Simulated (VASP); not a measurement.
# Mg8H in VASP: notebook, part 2 of 3

VASP 6.6.1. The steps go on from the part before.

## 3. Single point, PBE

This run uses another cell than the first one, of the same volume but with other edges.

INCAR reads:

```
PREC     = Accurate       # precision mode
ENCUT    = 520            # plane-wave cutoff, eV
EDIFF    = 1E-6           # SCF threshold, eV
ISMEAR   = 0              # smearing method
SIGMA    = 0.1            # smearing width, eV
LREAL    = False          # projectors in reciprocal space
LASPH    = True           # aspherical terms in the spheres
NELM     = 60             # most SCF steps
ALGO     = Normal         # electronic algorithm
ISIF     = 2              # what is computed and relaxed
LWAVE    = False          # write WAVECAR
LCHARG   = False          # write CHGCAR
GGA      = PE             # functional
NBANDS   = 18             # bands
```

KPOINTS reads:

```
Automatic mesh
0
Gamma
  6 6 6
```

POSCAR reads:

```
Mg8H
1.0
   -3.2464555088      3.2464555088      4.4660801262
    3.2464555088     -3.2464555088      4.4660801262
    3.2464555088      3.2464555088     -4.4660801262
Mg H
8 1
Direct
   -0.0016845337     -0.0042850051     -0.0026004715
   -0.0019952221     -0.0010856988      0.4990904767
   -0.0009159378      0.5016845337     -0.0026004715
   -0.0016845337      0.5009159378      0.5026004715
    0.4998238245     -0.0010856988      0.0009095233
    0.5010856988      0.0001761755      0.4990904767
    0.5010856988      0.5019952221      0.0009095233
    0.5042850051      0.5016845337      0.5026004715
    0.1250000000      0.3750000000      0.2500000000
```

Potentials or basis: VASP PAW PBE potentials, release 64 (Mg, H).

The run is started by

```console
$ cat potpaw_PBE.64/Mg/POTCAR potpaw_PBE.64/H/POTCAR > POTCAR
$ mpirun -np 1 vasp_std > vasp.out
```

OUTCAR:

```text
PREC = Accurate
   ENCUT = 520
   EDIFF = 1E-6
   ISMEAR = 0
   LREAL = False
   LASPH = True
   NELM = 60
   ISIF = 2
   GGA = PE

 ion  position               nearest neighbor table
   1  0.998  0.996  0.997-   9 1.99   8 3.16   3 3.16   2 3.20   5 3.20   5 3.20   2 3.20   4 3.21
                             3 3.24   8 3.24   6 3.25   6 3.25   4 3.28
   2  0.998  0.999  0.499-   7 3.18   6 3.18   1 3.20   4 3.20   4 3.20   1 3.20   6 3.22   7 3.22
                             5 3.23   3 3.25   3 3.25   5 3.26
   3  0.999  0.502  0.997-   9 1.99   4 3.16   1 3.16   6 3.20   7 3.20   7 3.20   6 3.20   8 3.21
                             1 3.24   4 3.24   2 3.25   2 3.25   8 3.28
   4  0.998  0.501  0.503-   9 1.99   3 3.16   8 3.16   5 3.20   2 3.20   2 3.20   5 3.20   1 3.21
                             8 3.24   3 3.24   7 3.25   7 3.25   1 3.28
   5  0.500  0.999  0.001-   6 3.18   7 3.18   4 3.20   1 3.20   1 3.20   4 3.20   7 3.22   6 3.22
                             2 3.23   8 3.25   8 3.25   2 3.26
   6  0.501  0.000  0.499-   5 3.18   2 3.18   3 3.20   8 3.20   8 3.20   3 3.20   2 3.22   5 3.22
                             7 3.23   1 3.25   1 3.25   7 3.26
   7  0.501  0.502  0.001-   2 3.18   5 3.18   8 3.20   3 3.20   3 3.20   8 3.20   5 3.22   2 3.22
                             6 3.23   4 3.25   4 3.25   6 3.26
   8  0.504  0.502  0.503-   9 1.99   1 3.16   4 3.16   7 3.20   6 3.20   6 3.20   7 3.20   3 3.21
                             4 3.24   1 3.24   5 3.25   5 3.25   3 3.28
   9  0.125  0.375  0.250-   1 1.99   8 1.99   4 1.99   3 1.99

  LATTYP: Found a body centered tetragonal cell.
 ALAT       =     6.4929110176
 C/A-ratio  =     1.3756788331

  Lattice vectors:

 A1 = (  -3.2464555088,   3.2464555088,   4.4660801262)
 A2 = (   3.2464555088,  -3.2464555088,   4.4660801262)
 A3 = (   3.2464555088,   3.2464555088,  -4.4660801262)

Analysis of symmetry for initial positions (statically):
=====================================================================
 Subroutine PRICEL returns:
 Original cell was already a primitive cell.

 Routine SETGRP: Setting up the symmetry group for a
 body centered tetragonal supercell.

 Subroutine GETGRP returns: Found  8 space group operations
 (whereof  2 operations were pure point group operations)
 out of a pool of 16 trial point group operations.

The static configuration has the point symmetry C_1h.
 The point group associated with its full space group is D_2d.

Analysis of symmetry for dynamics (positions and initial velocities):
=====================================================================
 Subroutine PRICEL returns:
 Original cell was already a primitive cell.

 Routine SETGRP: Setting up the symmetry group for a
 body centered tetragonal supercell.

 Subroutine GETGRP returns: Found  8 space group operations
 (whereof  2 operations were pure point group operations)
 out of a pool of 16 trial point group operations.

The dynamic configuration has the point symmetry C_1h.
 The point group associated with its full space group is D_2d.

 Subroutine INISYM returns: Found  8 space group operations
 (whereof  2 operations are pure point group operations),
 and found     1 'primitive' translations

----------------------------------------------------------------------------------------

                                     Primitive cell
[... 88 lines left out ...]
   number of dos      NEDOS =    301   number of ions     NIONS =      9
   total plane-waves  NPLWV = 110592
   dimension x,y,z NGX =    48 NGY =   48 NGZ =   48
   dimension x,y,z NGXF=    96 NGYF=   96 NGZF=   96
   ions per type =               8   1
   NGX,Y,Z   is equivalent  to a cutoff of  12.46, 12.46, 12.46 a.u.
   NGXF,Y,Z  is equivalent  to a cutoff of  24.92, 24.92, 24.92 a.u.
 SYSTEM =  unknown system
   PREC   = accura    normal or accurate (medium, high low for compatibility)
   ISTART =      0    job   : 0-new  1-cont  2-samecut
   ICHARG =      2    charge: 1-file 2-atom 10-const
   ISPIN  =      1    spin polarized calculation?
   LNONCOLLINEAR =      F non collinear calculations
   LSORBIT =      F    spin-orbit coupling
   LASPH  =      T    aspherical Exc in radial PAW
   ENCUT  =  520.0 eV  38.22 Ry    6.18 a.u.  11.91 11.91 11.91*2*pi/ulx,y,z
   NELM   =     60;   NELMIN=  2; NELMDL= -5     # of ELM steps
   EDIFF  = 0.1E-05   stopping-criterion for ELM
   LREAL  =      F    real-space projection
   EDIFFG = 0.1E-04   stopping-criterion for IOM
   NSW    =      0    number of steps for IOM
   IBRION =     -1    ionic relax: 0-MD 1-quasi-New 2-CG
   NFREE  =      0    steps in history (QN), initial steepest desc. (CG)
   ISIF   =      2    stress and relaxation
   ISYM   =      2    0-nonsym 1-usesym 2-fastsym
   POTIM  = 0.5000    time-step for ionic-motion
   TEBEG  =    0.0;   TEEND  =   0.0 temperature during run
   PSTRESS=    0.0 pullay stress
   NELECT =      17.0000    total number of electrons
   NUPDOWN=      -1.0000    fix difference up-down
   EMIN   =  10.00;   EMAX   =-10.00  energy-range for DOS
   EFERMI =   0.00;   METHOD = LEGACY
   ISMEAR =     0;   SIGMA  =   0.10  broadening in eV -4-tet -1-fermi 0-gaus
   EFERMI_NEDOS =   21; number of points for ismear=-14 and -15
   IALGO  =     38    algorithm
   IMIX   =      4    mixing-type and parameters
     AMIX     =   0.40;   BMIX     =  1.00
     AMIX_MAG =   1.60;   BMIX_MAG =  1.00
  volume/ion in A,a.u.               =      20.92       141.18
  Fermi-wavevector in a.u.,A,eV,Ry     =   0.734439  1.387889  7.339000  0.539401
  Thomas-Fermi vector in A             =   1.827393
   LORBIT       =      0    0 simple, 1 ext, 2 COOP (PROOUT), +10 PAW based schemes
   GGA     = PE    functional components
   LHFCALC =     F    Hartree Fock is set to
   AEXX    =    0.0000 exact exchange contribution
   IVDW    =     0    specifies the selected vdW correction
   LEPSILON=     F    determine dielectric tensor
   LRPA    =     F    only Hartree local field effects (RPA)
 non-spin polarized calculation
 Gauss-broadening in eV      SIGMA  =   0.10
  energy-cutoff  :      520.00
  volume of cell :      188.28
 maximum number of plane-waves:      5090
   NGX = 23   NGY = 23   NGZ = 23

 number of electron      17.0000000 magnetization

 Free energy of the ion-electron system (eV)
  ---------------------------------------------------
  ext. energy  EPLUGINS =         0.00000000
  ---------------------------------------------------
  free energy    TOTEN  =       -15.25703118 eV

  energy without entropy =      -15.24365123  energy(sigma->0) =      -15.25034120

 E-fermi :   2.5003     XC(G=0):  -8.4849

 val. band max:        2.4926057955   @ k =   0.0000   0.0000   0.0000
 cond. band min:       2.5224930352   @ k =  -0.3333   0.3333   0.3333
 fundamental gap:      0.0298872397
 Fermi energy:         2.5002739130

 k-point     1 :       0.0000    0.0000    0.0000
  band No.  band energies     occupation
      1      -4.9148      2.00000
      2      -2.0278      2.00000
      3       0.8558      2.00000
      4       0.8591      2.00000
      5       0.8591      2.00000
      6       1.0570      2.00000
[... 481 lines left out ...]
      5      -0.0731      2.00000
      6       0.6291      2.00000
[... 10 lines left out ...]
     17       6.8429      0.00000
     18       7.3289      0.00000

 [... further k-points ...]

------------------------ aborting loop because EDIFF is reached ----------------------------------------

  FORCE on cell =-STRESS in cart. coord.  units (eV):
  Direction    XX          YY          ZZ          XY          YZ          ZX
  --------------------------------------------------------------------------------------
  -------------------------------------------------------------------------------------
  Total       -0.2099499     -0.2099499     -0.1351716      0.0000000      0.0000000      0.0000000
  in kB       -1.7865737     -1.7865737     -1.1502461      0.0000000      0.0000000      0.0000000
  external PRESSURE =      -1.5744645 kB  Pullay stress =       0.0000000 kB

 VOLUME and BASIS-vectors are now :
 -----------------------------------------------------------------------------
  energy-cutoff  :      520.00
  volume of cell :      188.28
      direct lattice vectors                 reciprocal lattice vectors
    -3.246455509  3.246455509  4.466080126     0.000000000  0.154014124  0.111955000
     3.246455509 -3.246455509  4.466080126     0.154014124  0.000000000  0.111955000
     3.246455509  3.246455509 -4.466080126     0.154014124  0.154014124  0.000000000

 POSITION                                       TOTAL-FORCE (eV/Angst)
 -----------------------------------------------------------------------------------
      3.22957      3.24646      4.45103         0.003814      0.000000      0.002477
      1.62323      1.61732      6.68942        -0.000000     -0.000301      0.001260
      1.62323      4.85280      2.24809        -0.000000      0.003814     -0.002477
      0.01688      3.24646      4.45103        -0.003814     -0.000000      0.002477
      1.62323     -1.61732      6.68942        -0.000000      0.000301      0.001260
     -0.00591      3.24646      0.00970        -0.000301     -0.000000     -0.001260
      0.00591      0.00000      4.47578         0.000301      0.000000     -0.001260
      1.62323      1.64011      2.24809        -0.000000     -0.003814     -0.002477
      1.62323      0.00000      1.11652        -0.000000      0.000000      0.000000
 -----------------------------------------------------------------------------------
    total drift:                               -0.000000      0.000000      0.000000

  FREE ENERGIE OF THE ION-ELECTRON SYSTEM (eV)
  ---------------------------------------------------
  free  energy   TOTEN  =       -15.2570311759 eV

  energy  without entropy=      -15.2436512289  energy(sigma->0) =      -15.25034120
```

Wall time 47 s (1 thread of Intel Xeon 6975P-C (Granite Rapids), shared host); peak memory 0.36 GiB.

What came out:

```yaml
Free_energy: -15.2570 eV
Pressure: -0.2 GPa
Largest_force: 0.005 eV/Å
```

Forces on the atoms (eV/Å):
```
Mg   0.004  0.000  0.002
Mg   0.000  0.000  0.001
Mg   0.000  0.004 -0.002
Mg  -0.004  0.000  0.002
Mg   0.000  0.000  0.001
Mg   0.000  0.000 -0.001
Mg   0.000  0.000 -0.001
Mg   0.000 -0.004 -0.002
H    0.000  0.000  0.000
```

## 4. Relaxation of cell and atoms, PBE

This run uses another cell than the first one, of 20.40 Å³/atom, 0.977 times its volume.

INCAR reads:

```
SYSTEM = Mg8H
PREC = Accurate
ENCUT = 600
EDIFF = 1E-6
ISMEAR = 0
SIGMA = 0.1
LREAL = .False.
LASPH = .True.
NELM = 60
ALGO = Normal
ISIF = 3
LWAVE = .False.
LCHARG = .False.
GGA = PE
IBRION = 2
NSW = 90
EDIFFG = -0.0325
```

KPOINTS reads:

```
Automatic mesh
0
Gamma
  4 4 4
  0 0 0
```

POSCAR reads:

```
Mg8H
1.0
   -3.6145662947      3.6145662947      3.5136802483
    3.6145662947     -3.6145662947      3.5136802483
    3.6145662947      3.6145662947     -3.5136802483
Mg H
8 1
Direct
    0.0000000000      0.0000000000      0.0000000000
    0.0000000000      0.0000000000      0.5000000000
    0.0000000000      0.5000000000      0.0000000000
    0.0000000000      0.5000000000      0.5000000000
    0.5000000000      0.0000000000      0.0000000000
    0.5000000000      0.0000000000      0.5000000000
    0.5000000000      0.5000000000      0.0000000000
    0.5000000000      0.5000000000      0.5000000000
    0.1250000000      0.3750000000      0.2500000000
```

The run is started by

```console
$ cat potpaw_PBE.64/Mg/POTCAR potpaw_PBE.64/H/POTCAR > POTCAR
$ mpirun -np 1 vasp_std > vasp.out
```

Run time: 5.3 min. Hardware: 1 thread of Intel Xeon 6975P-C (Granite Rapids), shared host; peak memory 0.37 GiB.

Results (log left out):

| Property | Result |
| --- | --- |
| Free energy | -15.0968 eV |
| Relaxed volume | 20.84 Å³/atom |
| Relaxed cell | a = 6.250 Å, b = 6.250 Å, c = 6.250 Å, α = 110.98°, β = 110.98°, γ = 106.49° |
| Space group after relaxing (to 0.05 Å) | I-4m2 (No. 119) |
| Energy gained by relaxing | 18.7 meV/atom |
| Ionic steps | 22 |
| Pressure after relaxing | 0.0 GPa |
| Largest force after relaxing | 0.010 eV/Å |

Forces on the atoms (eV/Å):
```
Mg  -0.005  0.000 -0.004
Mg   0.000 -0.003  0.010
Mg   0.000 -0.005  0.004
Mg   0.005  0.000 -0.004
Mg   0.000  0.003  0.010
Mg  -0.003  0.000 -0.010
Mg   0.003  0.000 -0.010
Mg   0.000  0.005  0.004
H    0.000  0.000  0.000
```

The path:
```
step  energy change (eV)  largest force (eV/Å)  pressure (GPa)  volume (Å³)
   1              0.0000                0.1707            0.46       183.63
   2             -0.0154                0.1218            0.10       185.18
   3             -0.0275                0.0648           -0.59       188.51
   4             -0.0410                0.0972           -0.42       187.57
   5             -0.0602                0.2325            0.19       184.82
   6             -0.0762                0.1953            0.27       184.76
   7             -0.0855                0.1388            0.38       184.60
   8             -0.0947                0.0912           -0.08       186.92
   9             -0.0957                0.0730           -0.28       188.00
  10             -0.1012                0.0590           -0.13       187.21
  11             -0.1042                0.0967            0.09       186.13
  12             -0.1098                0.0980            0.09       186.07
  13             -0.1231                0.0996            0.09       185.89
  14             -0.1294                0.1034            0.17       185.46
  15             -0.1310                0.0954            0.12       185.62
  16             -0.1376                0.0797            0.07       185.98
  17             -0.1526                0.0807           -0.09       187.07
  18             -0.1532                0.0948           -0.34       189.27
  19             -0.1586                0.0878           -0.22       188.11
  20             -0.1667                0.0303            0.09       186.75
  21             -0.1672                0.0259            0.19       186.33
  22             -0.1683                0.0102           -0.05       187.60
```

Final structure:
```
Mg H
1.0
    -3.54105    3.54105    3.74035
     3.54105   -3.54105    3.74035
     3.54105    3.54105   -3.74035
Mg H
8 1
Direct
  0.97118 0.99283 0.02165
  0.99899 0.97260 0.52639
  0.05047 0.52882 0.02165
  0.97118 0.44953 0.47835
  0.44621 0.97260 0.97361
  0.52740 0.05379 0.52639
  0.52740 0.50101 0.97361
  0.50717 0.52882 0.47835
  0.12500 0.37500 0.25000
```

Levels at points of the mesh, in eV from the Fermi level:
| k point | band 4 | band 5 | band 6 | band 7 | band 8 | band 9 | band 10 | band 11 | band 12 | band 13 |
| --- | --- | --- | --- | --- | --- | --- | --- | --- | --- | --- |
| (0.00, 0.00, 0.00) | -1.53 | -1.53 | -1.42 | -1.25 | -1.23 | -1.17 | -1.08 | -1.08 | -0.73 | -0.73 |
| (0.50, 0.00, 0.00) | -2.57 | -2.57 | -2.48 | -1.13 | -0.37 | 0.11 | 0.43 | 1.56 | 2.22 | 2.34 |
| (0.50, 0.50, 0.00) | -2.81 | -2.80 | -2.76 | -0.94 | 0.04 | 0.64 | 0.70 | 1.50 | 2.47 | 2.48 |
| (0.50, 0.50, 0.50) | -3.94 | -3.90 | -3.90 | -0.69 | 1.02 | 1.21 | 1.23 | 1.24 | 1.24 | 2.67 |

Caveat: the bands computed are all filled at some k points, so no gap is given.

(Part 2 of 3 ends here.)
